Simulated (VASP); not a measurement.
# Cd: single point with r2SCAN

Cd:

```xyz
2
Lattice="1.8794 3.2425 0.0110 -1.8975 3.2529 0.0099 0.0018 0.0197 6.1136" Properties=species:S:1:pos:R:3 pbc="T T T"
Cd    0.4842    1.6645    1.1092
Cd   -0.1962    4.3968    5.1490
```

* Program: VASP 6.6.1
* Task: single point
* Functional: r2SCAN
* Potentials or basis: VASP PAW PBE potentials, release 64 (Cd)
* Cutoff: 520 eV
* k mesh: 6 × 6 × 3
* Occupations: fermi-dirac, width 0.0798 eV
* Spin: no spin polarisation
* Dipole correction: no
* Further INCAR settings: ALGO = Normal; EDIFF = 1e-06; NBANDS = 19

```json
{
 "Pressure": "1.5 GPa",
 "Largest force": "2.462 eV/Å",
 "Band gap on the k mesh": "zero (band 12 reaches -0.04 eV, above the bottom of band 13 at -0.11 eV)"
}
```

Forces on the atoms (eV/Å):
```
Cd  -1.306  0.584  2.004
Cd   1.306 -0.584 -2.004
```

Stress tensor (GPa, compression positive):
```
 0.39 -1.53 -6.07
-1.53 -2.63  2.76
-6.07  2.76  6.84
```

Levels at points of the mesh, in eV from the Fermi level:
```
           k point  band 9  band 10  band 11  band 12  band 13  band 14  band 15  band 16
(0.00, 0.00, 0.00)   -8.51    -8.25    -6.53    -1.51    -0.04     7.99     8.44     9.42
(0.50, 0.00, 0.00)   -8.54    -8.27    -3.03    -1.56     1.72     2.40     3.54     5.45
(0.00, 0.50, 0.00)   -8.49    -8.45    -2.78    -2.00     1.96     2.10     4.10     4.82
(0.50, 0.50, 0.00)   -8.53    -8.22    -3.10    -1.38     1.66     2.46     3.40     5.31
```

Run time: 2.6 min on 1 thread of Intel(R) Xeon(R) Platinum 8488C (Sapphire Rapids), on a shared host, peak memory 0.23 GiB.

Caveat: the PAW data sets were made with another functional, which shifts forces and pressure a little.
